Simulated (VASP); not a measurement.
Set up this calculation in VASP 6.6.1, as the native input.

| Quantity | Value |
| --- | --- |
| Task | single point |
| Functional | PBE |
| Potentials or basis | VASP PAW PBE potentials, release 64 (Ti_sv) |
| Cutoff | 520 eV |
| k mesh | 12 × 12 × 14 |
| Occupations | gaussian, width 0.15 eV |
| Spin | no spin polarisation |
| Dipole correction | no |
| Further INCAR settings | ALGO = Fast; EDIFF = 1e-06; NBANDS = 25 |

The structure of Ti lies in POSCAR:

```
Ti
1.0
    4.6859000000      0.0000000000      0.0000000000
   -2.3429500000      4.0581084396      0.0000000000
    0.0000000000      0.0000000000      2.9450000000
Ti
3
Direct
    0.0000000000      0.0000000000      0.0000000000
    0.3333333333      0.6666666667      0.5000000000
    0.6666666667      0.3333333333      0.5000000000
```

This isn't the form of Ti at room conditions, which is hcp.

These files were run (other wordings do the same):

INCAR

```
SYSTEM = Ti
ALGO = Fast
EDIFF = 1E-6
ENCUT = 520
GGA = PE
ISIF = 2
ISMEAR = 0
LASPH = .TRUE.
LCHARG = .FALSE.
LREAL = .FALSE.
LWAVE = .FALSE.
NBANDS = 25
NELM = 100
PREC = Accurate
SIGMA = 0.15
```

KPOINTS

```
k-points
0
G
  12 12 14
  0 0 0
```

Potentials or basis: VASP PAW PBE potentials, release 64 (Ti_sv).

The run is started by

```console
$ cat potpaw_PBE.64/Ti_sv/POTCAR > POTCAR
$ mpirun -np 1 vasp_std > vasp.out
```

Results of the run:

* Pressure: -8.6 GPa
* Band gap on the k mesh: zero (bands 18 and 19 overlap by 0.28 eV)

Caveat: the cell stands under tension.

Wall time 5.9 min on 1 thread of Intel(R) Xeon(R) Platinum 8488C (Sapphire Rapids), with other jobs on the host, peak memory 0.29 GiB.
